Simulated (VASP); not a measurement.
# Be27S in VASP: a series of runs, part 2 of 2

VASP 6.6.1.

### 3 Single point, PBE

The input, INCAR:

```
SYSTEM = Be27S
  PREC = Accurate
  ENCUT = 520
  EDIFF = 1E-6
  ISMEAR = -1
  SIGMA = 0.1
  LREAL = Auto
  LASPH = .True.
  NELM = 60
  ALGO = Normal
  ISIF = 2
  LWAVE = .False.
  LCHARG = .True.
  GGA = PE
  LELF = .True.
  LVHAR = .True.
  NBANDS = 50
```

The input, KPOINTS:

```
Automatic mesh
0
Gamma
  4 4 1
  0 0 0
```

The input, POSCAR:

```
Be27S
1.0
    6.8700000000      0.0000000000      0.0000000000
    3.4350000000      5.9495950000      0.0000000000
    0.0000000000      0.0000000000     14.5884300000
Be S
27 1
Direct
    0.0000000000      0.0000000000      0.0685474722
    0.3333333333      0.0000000000      0.0685474722
    0.6666666667      0.0000000000      0.0685474722
    0.0000000280      0.3333332773      0.0685474722
    0.3333333613      0.3333332773      0.0685474722
    0.6666666947      0.3333332773      0.0685474722
   -0.0000000280      0.6666667227      0.0685474722
    0.3333333053      0.6666667227      0.0685474722
    0.6666666387      0.6666667227      0.0685474722
   -0.1115303342      0.2230993874      0.1947366509
    0.2175414659      0.2245231818      0.1951463591
    0.5578630613      0.2244115776      0.1951311416
   -0.1113077348      0.5552265322      0.1946877765
    0.2222327250      0.5556210129      0.1914761904
    0.5559759695      0.5552981337      0.1946742041
   -0.1113219676      0.8889117663      0.1914744081
    0.2224150102      0.8888215080      0.1914720090
    0.5576851242      0.8846783689      0.1951588348
    0.0046467652     -0.0093258449      0.3163570720
    0.3336969863      0.0006403797      0.3168342310
    0.6655827422      0.0006444136      0.3168359446
    0.0076984578      0.3294508282      0.3229255650
    0.3337000518      0.3324365776      0.3168227150
    0.6627403215      0.3293647719      0.3228494087
    0.0046477985      0.6714677218      0.3164094423
    0.3237921824      0.6714700749      0.3164315831
    0.6625876299      0.6748474476      0.3227192371
    0.7771162038      0.4452467773      0.4277803026
```

Potentials or basis: VASP PAW PBE potentials, release 64 (Be, S).

Command:

```bash
> cat potpaw_PBE.64/Be/POTCAR potpaw_PBE.64/S/POTCAR > POTCAR
> mpirun -np 1 vasp_std > vasp.out
```

OUTCAR:

```text
SYSTEM = Be27S
   PREC = Accurate
   ENCUT = 520
   EDIFF = 1E-6
   ISMEAR = -1
   LREAL = Auto
   LASPH = .True.
   NELM = 60
   ISIF = 2
   GGA = PE

 ion  position               nearest neighbor table
   1  0.000  0.000  0.069-  17 2.23  16 2.23  10 2.27   8 2.29   4 2.29   6 2.29   7 2.29   3 2.29
                             2 2.29
   2  0.333  0.000  0.069-  17 2.23  18 2.28  11 2.28   8 2.29   4 2.29   5 2.29   9 2.29   1 2.29
                             3 2.29
   3  0.667  0.000  0.069-  16 2.23  18 2.28  12 2.28   7 2.29   6 2.29   9 2.29   5 2.29   1 2.29
                             2 2.29
   4  0.000  0.333  0.069-  11 2.26  13 2.26  10 2.26   2 2.29   1 2.29   5 2.29   6 2.29   9 2.29
                             7 2.29
   5  0.333  0.333  0.069-  14 2.23  12 2.28  11 2.28   2 2.29   3 2.29   4 2.29   6 2.29   7 2.29
                             8 2.29
   6  0.667  0.333  0.069-  12 2.26  15 2.26  10 2.27   3 2.29   1 2.29   4 2.29   5 2.29   8 2.29
                             9 2.29
   7  1.000  0.667  0.069-  14 2.23  16 2.23  13 2.27   3 2.29   1 2.29   9 2.29   8 2.29   5 2.29
                             4 2.29
[... 271 lines left out ...]
  band No.  band energies     occupation
      1     -13.8238      2.00000
      2     -10.1757      2.00000
      3      -7.9479      2.00000
      4      -7.1311      2.00000
      5      -7.1277      2.00000
      6      -7.1259      2.00000
[... 439 lines left out ...]
     41       3.3490      0.00000
     42       3.6883      0.00000
 [bands above 42 left out]

------------------------ aborting loop because EDIFF is reached ----------------------------------------

  FORCE on cell =-STRESS in cart. coord.  units (eV):
  Direction    XX          YY          ZZ          XY          YZ          ZX
  --------------------------------------------------------------------------------------
  -------------------------------------------------------------------------------------
  Total      -16.5515774    -16.5217580      0.1435196      0.0081323     -0.0213390      0.0100682
  in kB      -44.4730869    -44.3929639      0.3856285      0.0218510     -0.0573365      0.0270526
  external PRESSURE =     -29.4934741 kB  Pullay stress =       0.0000000 kB

 VOLUME and BASIS-vectors are now :
 -----------------------------------------------------------------------------
  energy-cutoff  :      520.00
  volume of cell :      596.28
      direct lattice vectors                 reciprocal lattice vectors
     6.870000000  0.000000000  0.000000000     0.145560408 -0.084039334  0.000000000
     3.435000000  5.949595000  0.000000000     0.000000000  0.168078668  0.000000000
     0.000000000  0.000000000 14.588430000     0.000000000  0.000000000  0.068547472

 POSITION                                       TOTAL-FORCE (eV/Angst)
 -----------------------------------------------------------------------------------
      0.00000      0.00000      1.00000        -0.000207      0.294791      0.023980
      2.29000      0.00000      1.00000        -0.041779     -0.024611     -0.099037
      4.58000      0.00000      1.00000         0.041659     -0.024648     -0.099907
      1.14500      1.98320      1.00000         0.188350     -0.109753      0.059622
      3.43500      1.98320      1.00000        -0.000157      0.049534     -0.097864
      5.72500      1.98320      1.00000        -0.189391     -0.110747      0.058847
[... 20 lines left out ...]
      6.87008      4.01507      4.70797        -0.000502     -0.012363      0.007728
      6.86821      2.64904      6.24064         0.000518     -0.002999     -0.008647
 -----------------------------------------------------------------------------------
    total drift:                                0.000331     -0.001390      0.002470

  FREE ENERGIE OF THE ION-ELECTRON SYSTEM (eV)
  ---------------------------------------------------
  free  energy   TOTEN  =       -98.3175798798 eV

  energy  without entropy=      -98.0385391584  energy(sigma->0) =      -98.17805952
```

stdout:

```text
POSCAR found type information on POSCAR BeS
 POSCAR found :  2 types and      28 ions
 scaLAPACK will be used
 LDA part: xc-table for (Slater+PW92), standard interpolation
 POSCAR, INCAR and KPOINTS ok, starting setup
 FFT: planning ... GRIDC
 FFT: planning ... GRID_SOFT
 FFT: planning ... GRID
 WAVECAR not read
 entering main loop
```

Wall time 6.2 min (1 thread of Intel Xeon 6975P-C (Granite Rapids), shared host); peak memory 0.71 GiB.

What came out:

- Free energy: -98.3176 eV
- Largest force: 0.296 eV/Å
- Band gap on the k mesh: zero (bands 30 and 31 overlap by 0.63 eV)

Forces in eV/Å, atoms in the order of the input:
```
Be   0.000  0.295  0.024
Be  -0.042 -0.025 -0.099
Be   0.042 -0.025 -0.100
Be   0.188 -0.110  0.060
Be   0.000  0.050 -0.098
Be  -0.189 -0.111  0.059
Be  -0.253 -0.145  0.025
Be   0.252 -0.145  0.026
Be   0.000  0.223  0.058
Be   0.000 -0.002  0.004
Be   0.003 -0.001 -0.006
Be  -0.002  0.000 -0.004
Be  -0.001 -0.001  0.005
Be   0.000 -0.002  0.001
Be   0.000  0.000  0.004
Be  -0.001  0.001  0.001
Be   0.002  0.001  0.001
Be  -0.001  0.002 -0.006
Be   0.000  0.004  0.005
Be  -0.004 -0.001  0.006
Be   0.004 -0.002  0.006
Be  -0.009  0.006  0.006
Be   0.001  0.003  0.005
Be   0.010  0.006  0.007
Be  -0.004 -0.003  0.005
Be   0.005 -0.003  0.006
Be  -0.001 -0.012  0.008
S    0.001 -0.003 -0.009
```
